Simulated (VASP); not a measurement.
Here is a VASP 6.6.1 calculation.

The input POSCAR:

```
GaP
1.0
    0.0000000000      2.7508023228      2.7508023228
    2.7508023228      0.0000000000      2.7508023228
    2.7508023228      2.7508023228      0.0000000000
Ga P
1 1
Direct
    0.0000000000      0.0000000000      0.0000000000
    0.7500000000      0.7500000000      0.7500000000
```

File INCAR.step1:

```
ALGO = Normal
EDIFF = 1E-4
ENCUT = 520
GGA = PE
ISMEAR = 0
LASPH = T
LCHARG = F
LREAL = F
LWAVE = T
NBANDS = 16
NELM = 60
PREC = Accurate
SIGMA = 0.05
```

INCAR.step2

```
ALGO = Normal
EDIFF = 1E-6
ENCUT = 520
ISIF = 2
ISMEAR = 0
ISTART = 1
IVDW = 13
LASPH = T
LCHARG = F
LMIXTAU = T
LREAL = F
LWAVE = F
METAGGA = R2SCAN
NBANDS = 16
NELM = 60
PREC = Accurate
SIGMA = 0.05
VDW_A1 = 0.51559235
VDW_A2 = 5.77342911
VDW_S6 = 1.0
VDW_S8 = 0.6018749
```

File KPOINTS:

```
k-points
0
Gamma
  8 8 8
```

Potentials or basis: VASP PAW PBE potentials, release 64 (Ga_d, P).

The run is started by

```console
$ cat potpaw_PBE.64/Ga_d/POTCAR potpaw_PBE.64/P/POTCAR > POTCAR
$ cp INCAR.step1 INCAR
$ mpirun -np 1 vasp_std > vasp.out
$ cp INCAR.step2 INCAR
$ mpirun -np 1 vasp_std > vasp.out
```

Question: What does it give for the pressure?

Answer: -3.3 GPa.

Question: Estimate the band gap on the k mesh.

Answer: 1.94 eV, indirect (least direct gap 2.10 eV).

Question: Predict the dispersion energy per atom.

Answer: -0.142 eV.

Caveat: the PAW data sets were made with another functional, which shifts forces and pressure a little. A k mesh can miss the band edges.
